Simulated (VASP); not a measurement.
# LiAl12: single point with LDA

The system is LiAl12, a slab with vacuum.

```xyz
13
Lattice="5.6337 0.0000 0.0000 -2.8168 4.8789 0.0000 0.0000 0.0000 20.0322" Properties=species:S:1:pos:R:3 pbc="T T T"
Al    1.4084    0.8132    4.0000
Al    0.0000    3.2526    4.0000
Al    4.2253    0.8132    4.0000
Al    2.8168    3.2526    4.0000
Al    0.0000    1.6263    6.2663
Al   -1.4084    4.0658    6.2663
Al    2.8168    1.6263    6.2663
Al    1.4084    4.0658    6.2663
Al    0.0000    0.0000    8.5322
Al   -1.4084    2.4395    8.5322
Al    2.8168    0.0000    8.5322
Al    1.4084    2.4395    8.5322
Li    0.9389    0.8132   10.7184
```

```
Program                : VASP 6.6.1
Task                   : single point
Functional             : LDA
Potentials or basis    : VASP PAW LDA potentials, release 64 (Al, Li_sv)
Cutoff                 : 520 eV
k mesh                 : 6 × 6 × 1
Occupations            : gaussian, width 0.1 eV
Spin                   : no spin polarisation
Dipole correction      : yes
Further INCAR settings : ALGO = Normal; EDIFF = 1e-06; NBANDS = 32
```

```yaml
Largest_force: 0.478 eV/Å
Band_gap_on_the_k_mesh: zero (an odd number of electrons rules out a gap without spin polarisation)
```

Forces on the atoms (eV/Å):
```
Al   0.000  0.001 -0.067
Al  -0.013  0.000 -0.075
Al  -0.013  0.014 -0.075
Al   0.011 -0.015 -0.079
Al  -0.005  0.008  0.044
Al   0.014 -0.009  0.048
Al   0.009 -0.007  0.050
Al   0.007 -0.001  0.080
Al  -0.237 -0.211 -0.357
Al   0.041 -0.006  0.213
Al  -0.021  0.009  0.175
Al   0.030  0.095  0.052
Li   0.176  0.121 -0.008
```

Levels at points of the mesh, in eV from the Fermi level:
```
           k point  band 15  band 16  band 17  band 18  band 19  band 20  band 21  band 22  band 23  band 24
(0.00, 0.00, 0.00)    -2.81    -2.77    -2.75    -0.56    -0.50    -0.43    -0.25    -0.23    -0.17    -0.11
(0.50, 0.00, 0.00)    -1.85    -0.50    -0.49    -0.23    -0.17     0.84     0.92     1.02     1.03     1.08
(0.00, 0.50, 0.00)    -1.85    -0.51    -0.49    -0.22    -0.18     0.82     0.92     1.03     1.05     1.13
(0.50, 0.50, 0.00)    -1.84    -0.50    -0.49    -0.21    -0.20     0.79     0.91     1.03     1.07     1.17
```

It took 18 min on 1 thread of Intel Xeon 8259CL, on a shared host, peak memory 0.58 GiB.
